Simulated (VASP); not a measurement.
# Ti (C2/c) in VASP: notebook

Runs on Ti. Level: revPBE. Tasks: single point.

All numbers are computed with VASP 6.6.1; they aren't measurements. Logs are shortened: lines on timing, memory, paths and dates and some standing lists are left out, and cuts for length are marked.

### 1 The cell of the first run

The typed cell holds 2 atoms: a = 2.836 Å, b = 2.836 Å, c = 5.311 Å, α = 105.47°, β = 105.47°, γ = 120.01°.

### 2 Single point, revPBE (15.65 Å³/atom)

Contents of INCAR:

```
SYSTEM = Ti
  PREC = Accurate
  ENCUT = 500
  EDIFF = 1E-6
  ISMEAR = -1
  SIGMA = 0.1
  LREAL = .False.
  LASPH = .True.
  NELM = 120
  ALGO = Normal
  ISIF = 2
  LWAVE = .False.
  LCHARG = .True.
  GGA = RE
  LELF = .True.
  LVHAR = .True.
  NBANDS = 19
  GGA_COMPAT = .False.
```

Contents of KPOINTS:

```
regular mesh
0
Gamma
  16 16 8
  0 0 0
```

Contents of POSCAR:

```
Ti
1.0
   -1.9083884551      1.5657583370      1.3971249491
    1.5657583370     -1.9083884551      1.3971249491
    3.4722318292      3.4722318292     -2.0246526380
Ti
2
Direct
    0.9584032311      0.0415967689      0.0000000000
    0.7915967689      0.2084032311      0.5000000000
```

Potentials or basis: VASP PAW PBE potentials, release 64 (Ti_sv).

Launch:

```console
> cat potpaw_PBE.64/Ti_sv/POTCAR > POTCAR
> mpirun -np 1 vasp_std > vasp.out
```

OUTCAR:

```text
SYSTEM = Ti
   PREC = Accurate
   ENCUT = 500
   EDIFF = 1E-6
   ISMEAR = -1
   LREAL = .False.
   LASPH = .True.
   NELM = 120
   ISIF = 2
   GGA = RE

 ion  position               nearest neighbor table
   1  0.958  0.042  0.000-   2 2.78   2 2.78   2 2.78   2 2.78   2 2.78   2 2.78
   2  0.792  0.208  0.500-   1 2.78   1 2.78   1 2.78   1 2.78   1 2.78   1 2.78

  Warning from LATTYP: Got some problem with cell dimensions!
  Tried to take original basis but could not verify dimensions!
  LATTYP: Found a base centered monoclinic cell.
 ALAT       =     2.8359519194
 B/A-ratio  =     1.7324643191
 C/A-ratio  =     1.5840667776
 COS(beta)  =    -0.0004596102

  Lattice vectors:

 A1 = (   1.9083884551,  -1.5657583370,  -1.3971249491)
 A2 = (  -1.5657583370,   1.9083884551,  -1.3971249491)
 A3 = (   3.1296017111,   3.1296017111,   0.7695972602)

Analysis of symmetry for initial positions (statically):
=====================================================================
 Subroutine PRICEL returns:
 Original cell was already a primitive cell.

 Routine SETGRP: Setting up the symmetry group for a
 base centered monoclinic supercell.

 Subroutine GETGRP returns: Found  4 space group operations
 (whereof  2 operations were pure point group operations)
 out of a pool of  4 trial point group operations.

The static configuration has the point symmetry C_2 .
 The point group associated with its full space group is C_2h.

Analysis of symmetry for dynamics (positions and initial velocities):
=====================================================================
 Subroutine PRICEL returns:
 Original cell was already a primitive cell.

 Routine SETGRP: Setting up the symmetry group for a
 base centered monoclinic supercell.

 Subroutine GETGRP returns: Found  4 space group operations
 (whereof  2 operations were pure point group operations)
 out of a pool of  4 trial point group operations.

The dynamic configuration has the point symmetry C_2 .
 The point group associated with its full space group is C_2h.

 Subroutine INISYM returns: Found  4 space group operations
 (whereof  2 operations are pure point group operations),
 and found     1 'primitive' translations

----------------------------------------------------------------------------------------

                                     Primitive cell

  volume of cell :      31.2971

  direct lattice vectors                    reciprocal lattice vectors
    -1.908388455  1.565758337  1.397124949    -0.031546612  0.256293845  0.385436239
     1.565758337 -1.908388455  1.397124949     0.256293845 -0.031546612  0.385436239
     3.472231829  3.472231829 -2.024652638     0.155088316  0.155088316  0.038033769

  length of vectors
     2.836459728  2.836459728  5.311497534     0.463942688  0.463942688  0.222601300

  position of ions in fractional coordinates (direct lattice)
     0.958403231  0.041596769  0.000000000
     0.791596769  0.208403231  0.500000000

  ion indices of the primitive-cell ions
   primitive index   ion index
                 1           1
                 2           2

----------------------------------------------------------------------------------------

 KPOINTS: regular mesh

Automatic generation of k-mesh.
 Grid dimensions read from file:
 generate k-points for:   16   16    8

 Generating k-lattice:

  Cartesian coordinates                     Fractional coordinates (reciprocal lattice)
    -0.001971663  0.016018365  0.024089765     0.062500000 -0.000000000  0.000000000
     0.016018365 -0.001971663  0.024089765    -0.000000000  0.062500000  0.000000000
     0.019386039  0.019386039  0.004754221     0.000000000  0.000000000  0.125000000

  Length of vectors
     0.028996418  0.028996418  0.027825163

  Shift w.r.t. Gamma in fractional coordinates (k-lattice)
     0.000000000  0.000000000  0.000000000

 Subroutine IBZKPT returns following result:
 ===========================================

 Found    554 irreducible k-points:

 Following reciprocal coordinates:
            Coordinates               Weight
  0.000000  0.000000  0.000000      1.000000
  0.062500  0.000000  0.000000      4.000000
  0.125000  0.000000  0.000000      4.000000
  0.187500 -0.000000  0.000000      4.000000
  0.250000  0.000000  0.000000      4.000000
  0.312500  0.000000  0.000000      4.000000
[... 16 lines left out ...]
 -0.125000  0.062500 -0.000000      4.000000
 -0.062500  0.062500  0.000000      2.000000
 [... further k-points ...]
   k-points           NKPTS =    554   k-points in BZ     NKDIM =    554   number of bands    NBANDS=     19
   number of dos      NEDOS =    301   number of ions     NIONS =      2
   total plane-waves  NPLWV =  23040
   dimension x,y,z NGX =    24 NGY =   24 NGZ =   40
   dimension x,y,z NGXF=    48 NGYF=   48 NGZF=   80
   ions per type =               2
   NGX,Y,Z   is equivalent  to a cutoff of  14.07, 14.07, 12.52 a.u.
   NGXF,Y,Z  is equivalent  to a cutoff of  28.13, 28.13, 25.04 a.u.
 SYSTEM =  Ti
   PREC   = accura    normal or accurate (medium, high low for compatibility)
   ISTART =      0    job   : 0-new  1-cont  2-samecut
   ICHARG =      2    charge: 1-file 2-atom 10-const
   ISPIN  =      1    spin polarized calculation?
   LNONCOLLINEAR =      F non collinear calculations
   LSORBIT =      F    spin-orbit coupling
   LASPH  =      T    aspherical Exc in radial PAW
   ENCUT  =  500.0 eV  36.75 Ry    6.06 a.u.   5.17  5.17  9.68*2*pi/ulx,y,z
   NELM   =    120;   NELMIN=  2; NELMDL= -5     # of ELM steps
   EDIFF  = 0.1E-05   stopping-criterion for ELM
   LREAL  =      F    real-space projection
   EDIFFG = 0.1E-04   stopping-criterion for IOM
   NSW    =      0    number of steps for IOM
   IBRION =     -1    ionic relax: 0-MD 1-quasi-New 2-CG
   NFREE  =      0    steps in history (QN), initial steepest desc. (CG)
   ISIF   =      2    stress and relaxation
   ISYM   =      2    0-nonsym 1-usesym 2-fastsym
   POTIM  = 0.5000    time-step for ionic-motion
   TEBEG  =    0.0;   TEEND  =   0.0 temperature during run
   PSTRESS=    0.0 pullay stress
   NELECT =      24.0000    total number of electrons
   NUPDOWN=      -1.0000    fix difference up-down
   EMIN   =  10.00;   EMAX   =-10.00  energy-range for DOS
   EFERMI =   0.00;   METHOD = LEGACY
   ISMEAR =    -1;   SIGMA  =   0.10  broadening in eV -4-tet -1-fermi 0-gaus
   EFERMI_NEDOS =   21; number of points for ismear=-14 and -15
   IALGO  =     38    algorithm
   IMIX   =      4    mixing-type and parameters
     AMIX     =   0.40;   BMIX     =  1.00
     AMIX_MAG =   1.60;   BMIX_MAG =  1.00
  volume/ion in A,a.u.               =      15.65       105.60
  Fermi-wavevector in a.u.,A,eV,Ry     =   1.498455  2.831670 30.550091  2.245368
  Thomas-Fermi vector in A             =   2.610212
   LORBIT       =      0    0 simple, 1 ext, 2 COOP (PROOUT), +10 PAW based schemes
   GGA     = RE    functional components
   LHFCALC =     F    Hartree Fock is set to
   AEXX    =    0.0000 exact exchange contribution
   IVDW    =     0    specifies the selected vdW correction
   LEPSILON=     F    determine dielectric tensor
   LRPA    =     F    only Hartree local field effects (RPA)
 non-spin polarized calculation
  energy-cutoff  :      500.00
  volume of cell :       31.30
 maximum number of plane-waves:       818
 NGX is ok and might be reduce to    24
   NGX = 11   NGY = 11   NGZ = 19

 number of electron      24.0000001 magnetization

 Free energy of the ion-electron system (eV)
  ---------------------------------------------------
  ext. energy  EPLUGINS =         0.00000000
  ---------------------------------------------------
  free energy    TOTEN  =       -14.87694421 eV

  energy without entropy =      -14.80917443  energy(sigma->0) =      -14.84305932

 E-fermi :   9.5522     XC(G=0): -11.9200

 val. band max:        9.5491054776   @ k =  -0.2500  -0.4375   0.2500
 cond. band min:       9.5570286485   @ k =   0.1250   0.0000   0.0000
 fundamental gap:      0.0079231709
 Fermi energy:         9.5521590873

 k-point     1 :       0.0000    0.0000    0.0000
  band No.  band energies     occupation
      1     -47.2199      2.00000
      2     -47.0142      2.00000
      3     -23.8823      2.00000
      4     -23.0140      2.00000
      5     -23.0135      2.00000
      6     -22.9006      2.00000
[... 11 lines left out ...]
     18      11.4017      0.00000
     19      13.1524      0.00000

 k-point     2 :       0.0625    0.0000    0.0000
  band No.  band energies     occupation
      1     -47.2122      2.00000
      2     -47.0139      2.00000
      3     -23.8617      2.00000
      4     -23.0371      2.00000
      5     -23.0208      2.00000
      6     -22.9230      2.00000
[... 11 lines left out ...]
     18      11.3801      0.00000
     19      13.1962      0.00000

 k-point     3 :       0.1250    0.0000    0.0000
  band No.  band energies     occupation
      1     -47.1902      2.00000
      2     -47.0129      2.00000
      3     -23.8046      2.00000
      4     -23.1024      2.00000
      5     -23.0394      2.00000
      6     -23.0146      2.00000
[... 11 lines left out ...]
     18      11.4997      0.00000
     19      13.2813      0.00000

 k-point     4 :       0.1875   -0.0000    0.0000
  band No.  band energies     occupation
      1     -47.1571      2.00000
      2     -47.0113      2.00000
      3     -23.7273      2.00000
      4     -23.1980      2.00000
      5     -23.1467      2.00000
      6     -23.0641      2.00000
[... 407 lines left out ...]
     18      11.6244      0.00000
     19      13.3260      0.00000

 k-point    23 :      -0.1250    0.0625   -0.0000
  band No.  band energies     occupation
      1     -47.2009      2.00000
      2     -47.0095      2.00000
      3     -23.8388      2.00000
      4     -23.0815      2.00000
      5     -23.0424      2.00000
      6     -22.9599      2.00000
[... 11 lines left out ...]
     18      11.3460      0.00000
     19      13.2538      0.00000

 k-point    24 :      -0.0625    0.0625    0.0000
  band No.  band energies     occupation
      1     -47.2141      2.00000
      2     -47.0119      2.00000
      3     -23.8703      2.00000
      4     -23.0389      2.00000
      5     -23.0218      2.00000
      6     -22.9056      2.00000
[... 11 lines left out ...]
     18      11.3289      0.00000
     19      13.1924      0.00000

 [... further k-points ...]

------------------------ aborting loop because EDIFF is reached ----------------------------------------

  FORCE on cell =-STRESS in cart. coord.  units (eV):
  Direction    XX          YY          ZZ          XY          YZ          ZX
  --------------------------------------------------------------------------------------
  -------------------------------------------------------------------------------------
  Total        3.2436939      3.2436939      3.2133496      0.0311800      0.0048918      0.0048918
  in kB      166.0527676    166.0527676    164.4993637      1.5961803      0.2504222      0.2504219
  external PRESSURE =     165.5349663 kB  Pullay stress =       0.0000000 kB

 VOLUME and BASIS-vectors are now :
 -----------------------------------------------------------------------------
  energy-cutoff  :      500.00
  volume of cell :       31.30
      direct lattice vectors                 reciprocal lattice vectors
    -1.908388455  1.565758337  1.397124949    -0.031546612  0.256293845  0.385436239
     1.565758337 -1.908388455  1.397124949     0.256293845 -0.031546612  0.385436239
     3.472231829  3.472231829 -2.024652638     0.155088316  0.155088316  0.038033769

 POSITION                                       TOTAL-FORCE (eV/Angst)
 -----------------------------------------------------------------------------------
     -1.76388      1.42125      1.39712         0.000725     -0.000725      0.000000
      0.55175      2.57785      0.38480        -0.000725      0.000725     -0.000000
 -----------------------------------------------------------------------------------
    total drift:                                0.000000     -0.000000     -0.000000

  FREE ENERGIE OF THE ION-ELECTRON SYSTEM (eV)
  ---------------------------------------------------
  free  energy   TOTEN  =       -14.8769442095 eV

  energy  without entropy=      -14.8091744265  energy(sigma->0) =      -14.84305932
```

It took 8.8 min on 1 thread of Oxide Virtual Turin-like, shared host; peak memory 0.33 GiB.

Results:

```yaml
Free_energy: -14.8769 eV
Pressure: 16.6 GPa
Band_gap_on_the_k_mesh: zero (bands 12 and 13 overlap by 1.14 eV)
```

Levels at points of the mesh, in eV from the Fermi level:
| k point | band 9 | band 10 | band 11 | band 12 | band 13 | band 14 | band 15 | band 16 |
| --- | --- | --- | --- | --- | --- | --- | --- | --- |
| (0.00, 0.00, 0.00) | -6.44 | -2.94 | 0.85 | 0.85 | 1.00 | 1.09 | 1.43 | 1.43 |
| (0.50, 0.00, 0.00) | -2.81 | -2.81 | -0.93 | -0.93 | 1.65 | 1.65 | 1.96 | 1.97 |
| (0.50, 0.50, 0.00) | -2.47 | -2.46 | -2.11 | -0.50 | 0.53 | 0.75 | 1.36 | 3.82 |
| (0.00, 0.00, 0.50) | -4.44 | -4.44 | 0.11 | 0.11 | 0.75 | 0.75 | 0.75 | 0.75 |
| (0.50, 0.00, 0.50) | -2.47 | -2.47 | -2.11 | -0.49 | 0.53 | 0.76 | 1.37 | 3.82 |
| (0.50, 0.50, 0.50) | -2.82 | -2.82 | -0.93 | -0.93 | 1.65 | 1.65 | 1.97 | 1.97 |

Caveat: the cell stands under pressure; the PAW data sets were made with another functional, which shifts forces and pressure a little.

### 3 Single point, revPBE (16.36 Å³/atom)

This run uses another cell than the first one, of 16.36 Å³/atom.

Contents of INCAR:

```
SYSTEM = Ti
PREC = Accurate
ENCUT = 500
EDIFF = 1E-6
ISMEAR = -1
SIGMA = 0.1
LREAL = .False.
LASPH = .True.
NELM = 120
ALGO = Normal
ISIF = 2
LWAVE = .False.
LCHARG = .False.
GGA = RE
NBANDS = 19
GGA_COMPAT = .False.
```

KPOINTS is that of step 2.

Contents of POSCAR:

```
Ti
1.0
   -1.9368760648      1.5891313103      1.4179806351
    1.5891313103     -1.9368760648      1.4179806351
    3.5240638265      3.5240638265     -2.0548757899
Ti
2
Direct
    0.9584032311      0.0415967689      0.0000000000
    0.7915967689      0.2084032311      0.5000000000
```

Potentials or basis: VASP PAW PBE potentials, release 64 (Ti_sv).

Launch:

```console
> cat potpaw_PBE.64/Ti_sv/POTCAR > POTCAR
> mpirun -np 1 vasp_std > vasp.out
```

Run time: 7.3 min. Hardware: 1 thread of Oxide Virtual Turin-like, shared host; peak memory 0.33 GiB.

The run converged. Its results:

* Free energy: -14.9939 eV
* Pressure: 9.9 GPa
* Band gap on the k mesh: zero (bands 12 and 13 overlap by 1.14 eV)

Stress tensor (GPa, compression positive):
```
9.91 0.08 0.00
0.08 9.91 0.00
0.00 0.00 9.84
```

Levels at points of the mesh, in eV from the Fermi level:
| k point | band 10 | band 11 | band 12 | band 13 | band 14 | band 15 |
| --- | --- | --- | --- | --- | --- | --- |
| (0.00, 0.00, 0.00) | -2.82 | 0.83 | 0.84 | 0.94 | 0.96 | 1.38 |
| (0.50, 0.00, 0.00) | -2.69 | -0.87 | -0.86 | 1.50 | 1.51 | 1.88 |
| (0.50, 0.50, 0.00) | -2.32 | -1.98 | -0.56 | 0.53 | 0.71 | 1.29 |
| (0.00, 0.00, 0.50) | -4.40 | 0.11 | 0.11 | 0.73 | 0.73 | 0.74 |
| (0.50, 0.00, 0.50) | -2.32 | -1.98 | -0.56 | 0.52 | 0.71 | 1.30 |
| (0.50, 0.50, 0.50) | -2.69 | -0.86 | -0.86 | 1.50 | 1.50 | 1.88 |

Caveat: the cell stands under pressure; the PAW data sets were made with another functional, which shifts forces and pressure a little.

### 4 Single point, revPBE (17.78 Å³/atom)

This run uses another cell than the first one, of 17.78 Å³/atom.

Contents of INCAR:

```
SYSTEM = Ti
  PREC = Accurate
  ENCUT = 500
  EDIFF = 1E-6
  ISMEAR = -1
  SIGMA = 0.1
  LREAL = .FALSE.
  LASPH = .TRUE.
  NELM = 120
  ALGO = Normal
  ISIF = 2
  LWAVE = .FALSE.
  LCHARG = .TRUE.
  GGA = RE
  LELF = .TRUE.
  LVHAR = .TRUE.
  NBANDS = 19
  GGA_COMPAT = .FALSE.
```

Contents of KPOINTS:

```
regular mesh
0
G
  16 16 8
  0 0 0
```

Contents of POSCAR:

```
Ti
1.0
   -1.9914644427      1.6339189464      1.4579446081
    1.6339189464     -1.9914644427      1.4579446081
    3.6233850642      3.6233850642     -2.1127898393
Ti
2
Direct
    0.9584032311      0.0415967689      0.0000000000
    0.7915967689      0.2084032311      0.5000000000
```

Launch:

```console
> cat potpaw_PBE.64/Ti_sv/POTCAR > POTCAR
> mpirun -np 1 vasp_std > vasp.out
```

Wall time 8.8 min (1 thread of Oxide Virtual Turin-like, shared host); peak memory 0.35 GiB.

Results (log left out):

```yaml
Free_energy: -15.0750 eV
Pressure: -0.3 GPa
Band_gap_on_the_k_mesh: zero (bands 12 and 13 overlap by 1.12 eV)
```

Levels at points of the mesh, in eV from the Fermi level:
| k point | band 8 | band 9 | band 10 | band 11 | band 12 | band 13 | band 14 | band 15 | band 16 | band 17 |
| --- | --- | --- | --- | --- | --- | --- | --- | --- | --- | --- |
| (0.00, 0.00, 0.00) | -32.80 | -6.15 | -2.61 | 0.71 | 0.79 | 0.79 | 0.90 | 1.27 | 1.27 | 1.62 |
| (0.50, 0.00, 0.00) | -32.95 | -2.46 | -2.46 | -0.77 | -0.76 | 1.27 | 1.27 | 1.72 | 1.72 | 3.40 |
| (0.50, 0.50, 0.00) | -32.87 | -2.30 | -2.07 | -1.76 | -0.65 | 0.51 | 0.63 | 1.17 | 3.26 | 3.49 |
| (0.00, 0.00, 0.50) | -32.85 | -4.32 | -4.32 | 0.11 | 0.11 | 0.70 | 0.70 | 0.70 | 0.70 | 2.75 |
| (0.50, 0.00, 0.50) | -32.87 | -2.30 | -2.07 | -1.76 | -0.65 | 0.51 | 0.64 | 1.17 | 3.26 | 3.49 |
| (0.50, 0.50, 0.50) | -32.95 | -2.46 | -2.46 | -0.76 | -0.76 | 1.27 | 1.27 | 1.72 | 1.72 | 3.40 |

Caveat: the PAW data sets were made with another functional, which shifts forces and pressure a little.

### 5 Overview

| cell | gap on the mesh (eV) | pressure (GPa) |
| --- | --- | --- |
| a = 2.836, b = 2.836, c = 5.311 Å, angles 105.5, 105.5, 120.0°, 2 atoms | none | 16.6 |
| a = 2.879, b = 2.879, c = 5.391 Å, angles 105.5, 105.5, 120.0°, 2 atoms | none | 9.9 |
| a = 2.960, b = 2.960, c = 5.543 Å, angles 105.5, 105.5, 120.0°, 2 atoms | none | -0.3 |

Alike in all rows: task single point; level revPBE; potentials or basis VASP PAW PBE potentials, release 64 (Ti_sv); no spin polarisation; k mesh 16 × 16 × 8; cutoff (eV) 500; smearing fermi-dirac 0.1 eV.

Caveats: the PAW data sets were made with another functional, which shifts forces and pressure a little; the cell stands under pressure (at least some runs).

Absolute energies hang on the potentials; compare differences alone.
